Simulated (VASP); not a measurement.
# Si in VASP: notebook

Runs on Si. Level: HSE06. Tasks: single point.

Program: VASP 6.6.1. These are calculated values, not measurements. Logs are shortened: lines on timing, memory, paths and dates and some standing lists are left out, and cuts for length are marked.

**1. The cell of the first run**

Symmetry: I4_1/amd, No. 141, tetragonal system. The conventional cell has a = 3.850 Å, b = 3.850 Å, c = 5.281 Å, α = 90.00°, β = 90.00°, γ = 90.00°. Si (site symmetry -4m2) has 4 Si at 2.33 Å within 3.1 Å.

**2. Single point, HSE06 (uniaxial z strain -3.0%)**

Contents of POSCAR:

```
Si
1.0
    0.0000000000      2.7221188956      2.6404553288
    2.7221188956      0.0000000000      2.6404553288
    2.7221188956      2.7221188956      0.0000000000
Si
2
Direct
    0.0000000000      0.0000000000      0.0000000000
    0.2500000000      0.2500000000      0.2500000000
```

Contents of INCAR.step1:

```
SYSTEM = Si
PREC     = Accurate       ! precision mode
ENCUT    = 520            ! plane-wave cutoff, eV
EDIFF    = 1E-5           ! SCF threshold, eV
ISMEAR   = 0              ! smearing method
SIGMA    = 0.01           ! smearing width, eV
LREAL    = .False.        ! projectors in reciprocal space
LASPH    = .True.         ! aspherical terms in the spheres
NELM     = 80             ! most SCF steps
ALGO     = Normal         ! electronic algorithm
ISIF     = 2              ! what is computed and relaxed
LWAVE    = .True.         ! write WAVECAR
LCHARG   = .False.        ! write CHGCAR
NBANDS   = 11             ! bands
GGA      = PE             ! functional
```

Contents of INCAR.step2:

```
SYSTEM = Si
PREC     = Accurate       ! precision mode
ENCUT    = 520            ! plane-wave cutoff, eV
EDIFF    = 1E-7           ! SCF threshold, eV
ISMEAR   = 0              ! smearing method
SIGMA    = 0.01           ! smearing width, eV
LREAL    = .False.        ! projectors in reciprocal space
LASPH    = .True.         ! aspherical terms in the spheres
NELM     = 80             ! most SCF steps
ALGO     = Normal         ! electronic algorithm
ISIF     = 2              ! what is computed and relaxed
LWAVE    = .False.        ! write WAVECAR
LCHARG   = .False.        ! write CHGCAR
GGA      = PE             ! functional
LHFCALC  = .True.         ! exact exchange
HFSCREEN = 0.2079         ! screening, 1/A
PRECFOCK = Normal       
NBANDS   = 11             ! bands
ISTART   = 1
```

Contents of KPOINTS:

```
Automatic mesh
0
Gamma
  6 6 6
  0 0 0
```

Potentials or basis: VASP PAW PBE potentials, release 64 (Si).

Run with:

```bash
$ cat potpaw_PBE.64/Si/POTCAR > POTCAR
$ cp INCAR.step1 INCAR
$ mpirun -np 1 vasp_std > vasp.out
$ cp INCAR.step2 INCAR
$ mpirun -np 1 vasp_std > vasp.out
```

OUTCAR:

```text
SYSTEM = Si
   PREC = Accurate
   ENCUT = 520
   EDIFF = 1E-7
   ISMEAR = 0
   LREAL = .False.
   LASPH = .True.
   NELM = 80
   ISIF = 2
   GGA = PE
   LHFCALC = .True.
   HFSCREEN = 0.2079
   PRECFOCK = Normal
   ISTART = 1

 ion  position               nearest neighbor table
   1  0.000  0.000  0.000-   2 2.33   2 2.33   2 2.33   2 2.33
   2  0.250  0.250  0.250-   1 2.33   1 2.33   1 2.33   1 2.33

  LATTYP: Found a body centered tetragonal cell.
 ALAT       =     3.8496574605
 C/A-ratio  =     1.3717871555

  Lattice vectors:

 A1 = (   0.0000000000,  -2.7221188956,  -2.6404553288)
 A2 = (   0.0000000000,   2.7221188956,  -2.6404553288)
 A3 = (   2.7221188956,   0.0000000000,   2.6404553288)

Analysis of symmetry for initial positions (statically):
=====================================================================
 Subroutine PRICEL returns:
 Original cell was already a primitive cell.

 Routine SETGRP: Setting up the symmetry group for a
 body centered tetragonal supercell.

 Subroutine GETGRP returns: Found 16 space group operations
 (whereof  8 operations were pure point group operations)
 out of a pool of 16 trial point group operations.

The static configuration has the point symmetry D_2d.
 The point group associated with its full space group is D_4h.

Analysis of symmetry for dynamics (positions and initial velocities):
=====================================================================
 Subroutine PRICEL returns:
 Original cell was already a primitive cell.

 Routine SETGRP: Setting up the symmetry group for a
 body centered tetragonal supercell.

 Subroutine GETGRP returns: Found 16 space group operations
 (whereof  8 operations were pure point group operations)
 out of a pool of 16 trial point group operations.

The dynamic configuration has the point symmetry D_2d.
 The point group associated with its full space group is D_4h.

 Subroutine INISYM returns: Found 16 space group operations
 (whereof  8 operations are pure point group operations),
 and found     1 'primitive' translations

----------------------------------------------------------------------------------------

                                     Primitive cell

  volume of cell :      39.1312

  direct lattice vectors                    reciprocal lattice vectors
     0.000000000  2.722118896  2.640455329    -0.183680441  0.183680441  0.189361280
     2.722118896  0.000000000  2.640455329     0.183680441 -0.183680441  0.189361280
     2.722118896  2.722118896  0.000000000     0.183680441  0.183680441 -0.189361280

  length of vectors
     3.792352255  3.792352255  3.849657461     0.321457156  0.321457156  0.321457156

  position of ions in fractional coordinates (direct lattice)
     0.000000000  0.000000000  0.000000000
     0.250000000  0.250000000  0.250000000

  ion indices of the primitive-cell ions
   primitive index   ion index
                 1           1
                 2           2

----------------------------------------------------------------------------------------

 KPOINTS: Automatic mesh

Automatic generation of k-mesh.
 Grid dimensions read from file:
 generate k-points for:    6    6    6

 Generating k-lattice:

  Cartesian coordinates                     Fractional coordinates (reciprocal lattice)
    -0.030613407  0.030613407  0.031560213     0.166666667  0.000000000  0.000000000
     0.030613407 -0.030613407  0.031560213     0.000000000  0.166666667  0.000000000
     0.030613407  0.030613407 -0.031560213     0.000000000  0.000000000  0.166666667

  Length of vectors
     0.053576193  0.053576193  0.053576193

  Shift w.r.t. Gamma in fractional coordinates (k-lattice)
     0.000000000  0.000000000  0.000000000

 Subroutine IBZKPT returns following result:
 ===========================================

 Found     30 irreducible k-points:

 Following reciprocal coordinates:
            Coordinates               Weight
  0.000000  0.000000  0.000000      1.000000
  0.166667 -0.000000  0.000000      8.000000
  0.333333 -0.000000  0.000000      8.000000
  0.500000  0.000000  0.000000      4.000000
  0.166667  0.166667  0.000000      2.000000
  0.333333  0.166667  0.000000      8.000000
[... 16 lines left out ...]
  0.333333  0.000000  0.333333      4.000000
  0.500000  0.000000  0.333333     16.000000
 [... further k-points ...]
   k-points           NKPTS =     30   k-points in BZ     NKDIM =    216   number of bands    NBANDS=     11
   number of dos      NEDOS =    301   number of ions     NIONS =      2
   total plane-waves  NPLWV =  23520
   dimension x,y,z NGX =    28 NGY =   28 NGZ =   30
   dimension x,y,z NGXF=    56 NGYF=   56 NGZF=   60
   ions per type =               2
   NGX,Y,Z   is equivalent  to a cutoff of  12.27, 12.27, 12.96 a.u.
   NGXF,Y,Z  is equivalent  to a cutoff of  24.55, 24.55, 25.91 a.u.
 SYSTEM =  Si
   PREC   = accura    normal or accurate (medium, high low for compatibility)
   ISTART =      1    job   : 0-new  1-cont  2-samecut
   ICHARG =      0    charge: 1-file 2-atom 10-const
   ISPIN  =      1    spin polarized calculation?
   LNONCOLLINEAR =      F non collinear calculations
   LSORBIT =      F    spin-orbit coupling
   LASPH  =      T    aspherical Exc in radial PAW
   ENCUT  =  520.0 eV  38.22 Ry    6.18 a.u.   7.05  7.05  7.16*2*pi/ulx,y,z
   NELM   =     80;   NELMIN=  2; NELMDL=  0     # of ELM steps
   EDIFF  = 0.1E-06   stopping-criterion for ELM
   LREAL  =      F    real-space projection
   EDIFFG = 0.1E-05   stopping-criterion for IOM
   NSW    =      0    number of steps for IOM
   IBRION =     -1    ionic relax: 0-MD 1-quasi-New 2-CG
   NFREE  =      0    steps in history (QN), initial steepest desc. (CG)
   ISIF   =      2    stress and relaxation
   ISYM   =      3    0-nonsym 1-usesym 2-fastsym
   POTIM  = 0.5000    time-step for ionic-motion
   TEBEG  =    0.0;   TEEND  =   0.0 temperature during run
   PSTRESS=    0.0 pullay stress
   NELECT =       8.0000    total number of electrons
   NUPDOWN=      -1.0000    fix difference up-down
   EMIN   =  10.00;   EMAX   =-10.00  energy-range for DOS
   EFERMI =   0.00;   METHOD = LEGACY
   ISMEAR =     0;   SIGMA  =   0.01  broadening in eV -4-tet -1-fermi 0-gaus
   EFERMI_NEDOS =   21; number of points for ismear=-14 and -15
   IALGO  =     38    algorithm
   IMIX   =      1    mixing-type and parameters
     AMIX     =   0.40;   BMIX     =  1.00
     AMIX_MAG =   1.60;   BMIX_MAG =  1.00
  volume/ion in A,a.u.               =      19.57       132.04
  Fermi-wavevector in a.u.,A,eV,Ry     =   0.964415  1.822480 12.654721  0.930096
  Thomas-Fermi vector in A             =   2.094044
   LORBIT       =      0    0 simple, 1 ext, 2 COOP (PROOUT), +10 PAW based schemes
   GGA     = PE    functional components
   LHFCALC =     T    Hartree Fock is set to
   PRECFOCK=normal    Normal, Fast or Accurate (Low or Medium for compatibility)
   ENCUT4O =  -1.0   cutoff for four orbital integrals eV
   NKREDX  =     1    reduce k-point grid by
   NKREDY  =     1    reduce k-point grid by
   NKREDZ  =     1    reduce k-point grid by
   AEXX    =    0.2500 exact exchange contribution
   HFSCREEN=    0.2079 screening length (either q_TF or 0.3 A-1)
   HFSCREENC=   0.2079 screening length for correlation (either q_TF or 0.3 A-1)
   ENCUTFOCK=  -1.0 apply spherical cutoff to Coloumb kernel
   IVDW    =     0    specifies the selected vdW correction
   LEPSILON=     F    determine dielectric tensor
   LRPA    =     F    only Hartree local field effects (RPA)
 non-spin polarized calculation
 Gauss-broadening in eV      SIGMA  =   0.01
  energy-cutoff  :      520.00
  volume of cell :       39.13
 maximum number of plane-waves:      1070
  NGX = 24; NGY = 24; NGZ = 24

 number of electron       8.0000000 magnetization

 Free energy of the ion-electron system (eV)
  ---------------------------------------------------
  ext. energy  EPLUGINS =         0.00000000
  ---------------------------------------------------
  free energy    TOTEN  =       -12.51716818 eV

  energy without entropy =      -12.51716818  energy(sigma->0) =      -12.51716818

 E-fermi :   5.9986     XC(G=0):  -7.9186

 val. band max:        5.8597589950   @ k =   0.0000   0.0000   0.0000
 cond. band min:       6.7876555255   @ k =   0.5000   0.5000   0.0000
 fundamental gap:      0.9278965305
 Fermi energy:         5.9985881640

 k-point     1 :       0.0000    0.0000    0.0000
  band No.  band energies     occupation
      1      -7.7493      2.00000
      2       5.6381      2.00000
      3       5.6381      2.00000
      4       5.8598      2.00000
      5       8.9808      0.00000
      6       9.0907      0.00000
      7       9.0907      0.00000
      8      10.3116      0.00000
      9      14.2189      0.00000
     10      14.6104      0.00000
     11      14.7985      0.00000

 k-point     2 :       0.1667   -0.0000    0.0000
  band No.  band energies     occupation
      1      -7.3408      2.00000
      2       3.1321      2.00000
      3       5.1287      2.00000
      4       5.3294      2.00000
      5       8.8800      0.00000
      6       9.7546      0.00000
      7       9.7626      0.00000
      8      12.3821      0.00000
      9      13.6174      0.00000
     10      13.9747      0.00000
     11      15.8480      0.00000

 k-point     3 :       0.3333   -0.0000    0.0000
  band No.  band energies     occupation
      1      -6.1873      2.00000
      2      -0.2348      2.00000
      3       4.4681      2.00000
      4       4.7463      2.00000
      5       8.2540      0.00000
      6       9.9322      0.00000
      7      10.1785      0.00000
      8      14.6577      0.00000
      9      14.7331      0.00000
     10      14.8711      0.00000
     11      16.1276      0.00000

 k-point     4 :       0.5000    0.0000    0.0000
  band No.  band energies     occupation
      1      -5.0907      2.00000
      2      -2.1199      2.00000
      3       4.2222      2.00000
      4       4.5343      2.00000
      5       8.0085      0.00000
      6       9.7064      0.00000
      7      10.0179      0.00000
      8      14.3754      0.00000
      9      17.3890      0.00000
     10      17.7689      0.00000
     11      18.0961      0.00000
[... 239 lines left out ...]
 k-point    22 :      -0.3333    0.5000    0.1667
  band No.  band energies     occupation
      1      -2.8137      2.00000
      2      -2.8137      2.00000
      3       1.5822      2.00000
      4       1.5822      2.00000
      5       8.9292      0.00000
      6       8.9292      0.00000
      7      13.6139      0.00000
      8      13.6139      0.00000
      9      17.8535      0.00000
     10      17.8535      0.00000
     11      20.2883      0.00000

 k-point    23 :       0.3333    0.0000    0.3333
  band No.  band energies     occupation
      1      -5.6263      2.00000
      2       0.0949      2.00000
      3       3.0679      2.00000
      4       3.1102      2.00000
      5       7.0872      0.00000
      6       8.3673      0.00000
      7      13.9013      0.00000
      8      14.4895      0.00000
      9      16.6507      0.00000
     10      17.2943      0.00000
     11      20.0327      0.00000

 k-point    24 :       0.5000    0.0000    0.3333
  band No.  band energies     occupation
      1      -4.3066      2.00000
      2      -1.6557      2.00000
      3       1.6862      2.00000
      4       2.9382      2.00000
      5       7.4343      0.00000
      6       9.2495      0.00000
      7      14.0734      0.00000
      8      14.7505      0.00000
      9      17.4026      0.00000
     10      18.1414      0.00000
     11      19.3577      0.00000

 [... further k-points ...]

------------------------ aborting loop because EDIFF is reached ----------------------------------------

  FORCE on cell =-STRESS in cart. coord.  units (eV):
  Direction    XX          YY          ZZ          XY          YZ          ZX
  --------------------------------------------------------------------------------------
  -------------------------------------------------------------------------------------
  Total        0.3797713      0.3797713      1.1353065      0.0000000     -0.0000000     -0.0000000
  in kB       15.5492602     15.5492602     46.4837012      0.0000000     -0.0000000     -0.0000000
  external PRESSURE =      25.8607405 kB  Pullay stress =       0.0000000 kB

 VOLUME and BASIS-vectors are now :
 -----------------------------------------------------------------------------
  energy-cutoff  :      520.00
  volume of cell :       39.13
      direct lattice vectors                 reciprocal lattice vectors
     0.000000000  2.722118896  2.640455329    -0.183680441  0.183680441  0.189361280
     2.722118896  0.000000000  2.640455329     0.183680441 -0.183680441  0.189361280
     2.722118896  2.722118896  0.000000000     0.183680441  0.183680441 -0.189361280

 POSITION                                       TOTAL-FORCE (eV/Angst)
 -----------------------------------------------------------------------------------
      0.00000      0.00000      0.00000         0.000000     -0.000000      0.000000
      1.36106      1.36106      1.32023         0.000000      0.000000     -0.000000
 -----------------------------------------------------------------------------------
    total drift:                               -0.000000     -0.000000      0.000000

  FREE ENERGIE OF THE ION-ELECTRON SYSTEM (eV)
  ---------------------------------------------------
  free  energy   TOTEN  =       -12.5171681750 eV

  energy  without entropy=      -12.5171681750  energy(sigma->0) =      -12.51716818
```

Run time: 22 min. Hardware: 1 thread of Intel Xeon Platinum 8259CL at 2.50GHz (Skylake/Cascade Lake), shared host; peak memory 0.27 GiB.

Results:

| Property | Result |
| --- | --- |
| Free energy | -12.5172 eV |
| Pressure | 2.6 GPa |
| Band gap on the k mesh | 0.93 eV (least direct gap 3.12 eV) |

Levels at points of the mesh, in eV from the valence-band top:
```
           k point  band 2  band 3  band 4  band 5  band 6  band 7
(0.00, 0.00, 0.00)   -0.22   -0.22    0.00    3.12    3.23    3.23
(0.50, 0.00, 0.00)   -7.98   -1.64   -1.33    2.15    3.85    4.16
(0.50, 0.50, 0.00)   -8.76   -3.52   -3.52    0.93    0.93   11.50
(0.50, 0.00, 0.50)   -8.96   -3.26   -3.26    1.18    1.18   11.36
```

Caveat: the cell differs from its parent crystal (uniaxial z strain -3.0%); the PAW data sets were made with another functional, which shifts forces and pressure a little. A k mesh can miss the band edges.

(Part 1 of 2 ends here.)
